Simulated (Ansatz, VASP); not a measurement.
# One calculation of AlNi3, two programs

```xyz
4
Lattice="3.5231 0.0000 0.0000 0.0000 3.5231 0.0000 0.0000 0.0000 3.5231" Properties=species:S:1:pos:R:3 pbc="T T T"
Ni    1.7615    1.7615    0.0000
Ni    1.7615    0.0000    1.7615
Ni    0.0000    1.7615    1.7615
Al    0.0000    0.0000    0.0000
```

Alike in both runs: task relaxation of the atoms; functional PBE; k mesh 6 × 6 × 6; occupations fermi-dirac, width 0.05 eV; collinear spin.

```csv
,VASP,Ansatz
version,VASP 6.6.1,Ansatz 0.2.0
potentials or method,"VASP PAW PBE potentials, release 64 (Ni, Al)",Ansatz PAW
plane-wave cutoff (eV),520,420
valence electrons in the cell,33,57
```

|  | VASP | Ansatz | Ansatz less VASP |
| --- | --- | --- | --- |
| gap on the k mesh at the Fermi level, each at its own relaxed structure (eV) | none | none | - |
| net moment per atom (μB) | 0.17 | 0.17 | +0.003 |
| size of the moment on the site where the two differ most (μB) | 0.24 | 0.26 | +0.017 |

Site moments also hang on the region over which each program counts them. A gap of «none» marks a metal or a gap that the smearing closes. VASP's potentials hold 33 valence electrons a cell and Ansatz's 57, so a difference there can come from the potentials and not from the codes.

Noted on VASP's run: the relaxation stopped at its first step, so nothing moved. Noted on Ansatz's run: the relaxation stopped at its first step, so nothing moved.
